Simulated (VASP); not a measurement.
# TaBr (P6/mmm) in VASP: single point with PBE

Aim: the single point of TaBr with PBE.

Everything below comes from runs of VASP 6.6.1. Logs are shortened: lines on timing, memory, paths and dates and some standing lists are left out, and cuts for length are marked.

**1. The cell of the first run**

It takes space group P6/mmm (No. 191, hexagonal). Conventional cell: a = 4.010 Å, b = 4.010 Å, c = 4.127 Å, α = 90.00°, β = 90.00°, γ = 120.00°. Ta (site symmetry 6/mmm) has 2 Br at 2.06 Å within 2.7 Å. Br (site symmetry 6/mmm) has 2 Ta at 2.06 Å within 2.7 Å.

**2. Single point, PBE, collinear spin, ferromagnetic start**

INCAR reads:

```
PREC     = Accurate       # precision mode
ENCUT    = 520            # plane-wave cutoff, eV
EDIFF    = 1E-6           # SCF threshold, eV
ISMEAR   = 0              # smearing method
SIGMA    = 0.1            # smearing width, eV
LREAL    = F              # projectors in reciprocal space
LASPH    = T              # aspherical terms in the spheres
NELM     = 150            # most SCF steps
ALGO     = Normal         # electronic algorithm
ISIF     = 2              # what is computed and relaxed
LWAVE    = F              # write WAVECAR
LCHARG   = T              # write CHGCAR
ISPIN    = 2              # spin polarisation
MAGMOM   = 1 0            # initial moments
LORBIT   = 11             # projections on sites
LMAXMIX  = 4              # l up to which the mixer works
GGA      = PE             # functional
LELF     = T              # ELF
LVHAR    = T            
NBANDS   = 20             # bands
```

KPOINTS reads:

```
regular mesh
0
Gamma
  6 6 4
```

POSCAR reads:

```
TaBr
1.0
    4.0097199000      0.0000000000      0.0000000000
   -2.0048599500      3.4725193000      0.0000000000
    0.0000000000      0.0000000000      4.1268241300
Ta Br
1 1
Direct
    0.0000000000      0.0000000000      0.5000000000
    0.0000000000      0.0000000000      0.0000000000
```

Potentials or basis: VASP PAW PBE potentials, release 64 (Ta_pv, Br).

On the command line:

```console
$ cat potpaw_PBE.64/Ta_pv/POTCAR potpaw_PBE.64/Br/POTCAR > POTCAR
$ mpirun -np 1 vasp_std > vasp.out
```

OUTCAR:

```text
PREC = Accurate
   ENCUT = 520
   EDIFF = 1E-6
   ISMEAR = 0
   LREAL = F
   LASPH = T
   NELM = 150
   ISIF = 2
   ISPIN = 2
   LORBIT = 11
   GGA = PE

 ion  position               nearest neighbor table
   1  0.000  0.000  0.500-   2 2.06   2 2.06
   2  0.000  0.000  0.000-   1 2.06   1 2.06

  LATTYP: Found a hexagonal cell.
 ALAT       =     4.0097199000
 C/A-ratio  =     1.0292050899

  Lattice vectors:

 A1 = (   4.0097199000,   0.0000000000,   0.0000000000)
 A2 = (  -2.0048599500,   3.4725193000,   0.0000000000)
 A3 = (   0.0000000000,   0.0000000000,   4.1268241300)

Analysis of symmetry for initial positions (statically):
=====================================================================
 Subroutine PRICEL returns:
 Original cell was already a primitive cell.

 Routine SETGRP: Setting up the symmetry group for a
 hexagonal supercell.

 Subroutine GETGRP returns: Found 24 space group operations
 (whereof 24 operations were pure point group operations)
 out of a pool of 24 trial point group operations.

The static configuration has the point symmetry D_6h.

Analysis of symmetry for dynamics (positions and initial velocities):
=====================================================================
 Subroutine PRICEL returns:
 Original cell was already a primitive cell.

 Routine SETGRP: Setting up the symmetry group for a
 hexagonal supercell.

 Subroutine GETGRP returns: Found 24 space group operations
 (whereof 24 operations were pure point group operations)
 out of a pool of 24 trial point group operations.

The dynamic configuration has the point symmetry D_6h.

Analysis of structural, dynamic, and magnetic symmetry:
=====================================================================
 Subroutine PRICEL returns:
 Original cell was already a primitive cell.

 Routine SETGRP: Setting up the symmetry group for a
 hexagonal supercell.

 Subroutine GETGRP returns: Found 24 space group operations
 (whereof 24 operations were pure point group operations)
 out of a pool of 24 trial point group operations.

The overall configuration has the point symmetry D_6h.

 Subroutine INISYM returns: Found 24 space group operations
 (whereof 24 operations are pure point group operations),
 and found     1 'primitive' translations

----------------------------------------------------------------------------------------

                                     Primitive cell

  volume of cell :      57.4612

  direct lattice vectors                    reciprocal lattice vectors
     4.009719900  0.000000000  0.000000000     0.249393979  0.143987681  0.000000000
    -2.004859950  3.472519300  0.000000000     0.000000000  0.287975361  0.000000000
     0.000000000  0.000000000  4.126824130     0.000000000  0.000000000  0.242317087

  length of vectors
     4.009719900  4.009719904  4.126824130     0.287975362  0.287975361  0.242317087

  position of ions in fractional coordinates (direct lattice)
     0.000000000  0.000000000  0.500000000
     0.000000000  0.000000000  0.000000000

  ion indices of the primitive-cell ions
   primitive index   ion index
                 1           1
                 2           2

----------------------------------------------------------------------------------------

 KPOINTS: regular mesh

Automatic generation of k-mesh.
 Grid dimensions read from file:
 generate k-points for:    6    6    4

 Generating k-lattice:

  Cartesian coordinates                     Fractional coordinates (reciprocal lattice)
     0.041565663  0.023997947  0.000000000     0.166666667 -0.000000000  0.000000000
     0.000000000  0.047995894  0.000000000     0.000000000  0.166666667  0.000000000
     0.000000000  0.000000000  0.060579272     0.000000000  0.000000000  0.250000000

  Length of vectors
     0.047995894  0.047995894  0.060579272

  Shift w.r.t. Gamma in fractional coordinates (k-lattice)
     0.000000000  0.000000000  0.000000000

 Subroutine IBZKPT returns following result:
 ===========================================

 Found     21 irreducible k-points:

 Following reciprocal coordinates:
            Coordinates               Weight
  0.000000  0.000000  0.000000      1.000000
  0.166667 -0.000000  0.000000      6.000000
  0.333333 -0.000000  0.000000      6.000000
  0.500000 -0.000000  0.000000      3.000000
  0.166667  0.166667  0.000000      6.000000
  0.333333  0.166667  0.000000     12.000000
[... 13 lines left out ...]
  0.333333  0.166667  0.500000     12.000000
  0.333333  0.333333  0.500000      2.000000
   k-points           NKPTS =     21   k-points in BZ     NKDIM =     21   number of bands    NBANDS=     20
   number of dos      NEDOS =    301   number of ions     NIONS =      2
   total plane-waves  NPLWV =  28800
   dimension x,y,z NGX =    30 NGY =   30 NGZ =   32
   dimension x,y,z NGXF=    60 NGYF=   60 NGZF=   64
   ions per type =               1   1
   NGX,Y,Z   is equivalent  to a cutoff of  12.44, 12.44, 12.89 a.u.
   NGXF,Y,Z  is equivalent  to a cutoff of  24.88, 24.88, 25.78 a.u.
 SYSTEM =  unknown system
   PREC   = accura    normal or accurate (medium, high low for compatibility)
   ISTART =      0    job   : 0-new  1-cont  2-samecut
   ICHARG =      2    charge: 1-file 2-atom 10-const
   ISPIN  =      2    spin polarized calculation?
   LNONCOLLINEAR =      F non collinear calculations
   LSORBIT =      F    spin-orbit coupling
   LASPH  =      T    aspherical Exc in radial PAW
   ENCUT  =  520.0 eV  38.22 Ry    6.18 a.u.   7.46  7.46  7.67*2*pi/ulx,y,z
   NELM   =    150;   NELMIN=  2; NELMDL= -5     # of ELM steps
   EDIFF  = 0.1E-05   stopping-criterion for ELM
   LREAL  =      F    real-space projection
   EDIFFG = 0.1E-04   stopping-criterion for IOM
   NSW    =      0    number of steps for IOM
   IBRION =     -1    ionic relax: 0-MD 1-quasi-New 2-CG
   NFREE  =      0    steps in history (QN), initial steepest desc. (CG)
   ISIF   =      2    stress and relaxation
   ISYM   =      2    0-nonsym 1-usesym 2-fastsym
   POTIM  = 0.5000    time-step for ionic-motion
   TEBEG  =    0.0;   TEEND  =   0.0 temperature during run
   PSTRESS=    0.0 pullay stress
   NELECT =      18.0000    total number of electrons
   NUPDOWN=      -1.0000    fix difference up-down
   EMIN   =  10.00;   EMAX   =-10.00  energy-range for DOS
   EFERMI =   0.00;   METHOD = LEGACY
   ISMEAR =     0;   SIGMA  =   0.10  broadening in eV -4-tet -1-fermi 0-gaus
   EFERMI_NEDOS =   21; number of points for ismear=-14 and -15
   IALGO  =     38    algorithm
   IMIX   =      4    mixing-type and parameters
     AMIX     =   0.40;   BMIX     =  1.00
     AMIX_MAG =   1.60;   BMIX_MAG =  1.00
  volume/ion in A,a.u.               =      28.73       193.88
  Fermi-wavevector in a.u.,A,eV,Ry     =   1.111836  2.101066 16.819244  1.236180
  Thomas-Fermi vector in A             =   2.248404
   LORBIT       =     11    0 simple, 1 ext, 2 COOP (PROOUT), +10 PAW based schemes
   GGA     = PE    functional components
   LHFCALC =     F    Hartree Fock is set to
   AEXX    =    0.0000 exact exchange contribution
   IVDW    =     0    specifies the selected vdW correction
   LEPSILON=     F    determine dielectric tensor
   LRPA    =     F    only Hartree local field effects (RPA)
 spin polarized calculation
 Gauss-broadening in eV      SIGMA  =   0.10
  energy-cutoff  :      520.00
  volume of cell :       57.46
 maximum number of plane-waves:      1569
 NGX is ok and might be reduce to    30
   NGX = 15   NGY = 15   NGZ = 15

 number of electron      18.0000007 magnetization       0.0064142

 Free energy of the ion-electron system (eV)
  ---------------------------------------------------
  ext. energy  EPLUGINS =         0.00000000
  ---------------------------------------------------
  free energy    TOTEN  =        -7.18344930 eV

  energy without entropy =       -7.17286058  energy(sigma->0) =       -7.17815494

 E-fermi :   3.0785     XC(G=0):  -9.2075

 val. band max:        3.0773882167   @ k =   0.1667   0.1667   0.5000
 cond. band min:       3.1493053163   @ k =   0.1667  -0.0000   0.2500
 fundamental gap:      0.0719170995
 Fermi energy:         3.0784602542

 spin component 1

 k-point     1 :       0.0000    0.0000    0.0000
  band No.  band energies     occupation
      1     -32.6412      1.00000
      2     -31.7665      1.00000
      3     -31.7665      1.00000
      4     -15.8321      1.00000
      5      -1.5965      1.00000
      6      -1.5965      1.00000
[... 12 lines left out ...]
     19      16.7124      0.00000
     20      16.7124      0.00000

 k-point     2 :       0.1667   -0.0000    0.0000
  band No.  band energies     occupation
      1     -32.6405      1.00000
      2     -31.7734      1.00000
      3     -31.7683      1.00000
      4     -15.7934      1.00000
      5      -2.2094      1.00000
      6      -1.6912      1.00000
[... 12 lines left out ...]
     19      14.2789      0.00000
     20      15.6663      0.00000
[... 395 lines left out ...]
      2     -31.7825      1.00000
      3     -31.7694      1.00000
      4     -13.5441      1.00000
      5      -6.4298      1.00000
      6      -4.1790      1.00000
[... 12 lines left out ...]
     19      15.4972      0.00000
     20      15.6798      0.00000

 k-point    21 :       0.3333    0.3333    0.5000
  band No.  band energies     occupation
      1     -32.7412      1.00000
      2     -31.7781      1.00000
      3     -31.7781      1.00000
      4     -13.5194      1.00000
      5      -6.4120      1.00000
      6      -3.9737      1.00000
[... 12 lines left out ...]
     19      15.6876      0.00000
     20      16.7291      0.00000
 Fermi energy:         3.0784602542

 spin component 2

 k-point     1 :       0.0000    0.0000    0.0000
  band No.  band energies     occupation
      1     -32.6403      1.00000
      2     -31.7631      1.00000
      3     -31.7631      1.00000
      4     -15.8322      1.00000
      5      -1.5966      1.00000
      6      -1.5966      1.00000
[... 12 lines left out ...]
     19      16.7170      0.00000
     20      16.7170      0.00000

 k-point     2 :       0.1667   -0.0000    0.0000
  band No.  band energies     occupation
      1     -32.6395      1.00000
      2     -31.7700      1.00000
      3     -31.7649      1.00000
      4     -15.7935      1.00000
      5      -2.2091      1.00000
      6      -1.6913      1.00000
[... 12 lines left out ...]
     19      14.2826      0.00000
     20      15.6704      0.00000
[... 396 lines left out ...]
      3     -31.7660      1.00000
      4     -13.5442      1.00000
      5      -6.4296      1.00000
      6      -4.1787      1.00000
[... 12 lines left out ...]
     19      15.4976      0.00000
     20      15.6824      0.00000

 k-point    21 :       0.3333    0.3333    0.5000
  band No.  band energies     occupation
      1     -32.7403      1.00000
      2     -31.7746      1.00000
      3     -31.7746      1.00000
      4     -13.5195      1.00000
      5      -6.4117      1.00000
      6      -3.9734      1.00000
[... 12 lines left out ...]
     19      15.6895      0.00000
     20      16.7313      0.00000

------------------------ aborting loop because EDIFF is reached ----------------------------------------

  FORCE on cell =-STRESS in cart. coord.  units (eV):
  Direction    XX          YY          ZZ          XY          YZ          ZX
  --------------------------------------------------------------------------------------
  -------------------------------------------------------------------------------------
  Total       -4.6560924     -4.6560924     49.4401817      0.0000000     -0.0000000      0.0000000
  in kB     -129.8247541   -129.8247544   1378.5292169      0.0000000     -0.0000000      0.0000000
  external PRESSURE =     372.9599028 kB  Pullay stress =       0.0000000 kB

 VOLUME and BASIS-vectors are now :
 -----------------------------------------------------------------------------
  energy-cutoff  :      520.00
  volume of cell :       57.46
      direct lattice vectors                 reciprocal lattice vectors
     4.009719900  0.000000000  0.000000000     0.249393979  0.143987681  0.000000000
    -2.004859950  3.472519300  0.000000000     0.000000000  0.287975361  0.000000000
     0.000000000  0.000000000  4.126824130     0.000000000  0.000000000  0.242317087

 POSITION                                       TOTAL-FORCE (eV/Angst)
 -----------------------------------------------------------------------------------
      0.00000      0.00000      2.06341         0.000000      0.000000      0.000000
      0.00000      0.00000      0.00000        -0.000000      0.000000      0.000000
 -----------------------------------------------------------------------------------
    total drift:                                0.000000      0.000000      0.000000

  FREE ENERGIE OF THE ION-ELECTRON SYSTEM (eV)
  ---------------------------------------------------
  free  energy   TOTEN  =        -7.1834492992 eV

  energy  without entropy=       -7.1728605827  energy(sigma->0) =       -7.17815494

 total charge

# of ion       s       p       d       tot
------------------------------------------
    1        0.356   6.223   2.670   9.249
    2        1.647   3.422   0.232   5.301
--------------------------------------------------
tot          2.003   9.645   2.902  14.550

 magnetization (x)

# of ion       s       p       d       tot
------------------------------------------
    1        0.000   0.000   0.003   0.003
    2       -0.000  -0.000  -0.000  -0.000
--------------------------------------------------
tot          0.000  -0.000   0.003   0.003
```

Wall time 55 s (1 thread of Intel Xeon Platinum 8488C (Sapphire Rapids), shared host); peak memory 0.21 GiB.

Results:

| Quantity | Value |
| --- | --- |
| Free energy | -7.1834 eV |
| Pressure | 37.3 GPa |
| Band gap on the k mesh | zero (filled and empty bands overlap) |
| Net moment | 0.01 μB per cell |
| Valence electrons inside the program's atomic spheres | Ta 9.25; Br 5.30 |

Stress tensor (GPa, compression positive):
```
-12.98   0.00   0.00
  0.00 -12.98   0.00
  0.00   0.00 137.85
```

Caveat: the k points lie up to 0.38 Å⁻¹ apart; spin-orbit coupling is left out, which moves the levels of the heavy elements.
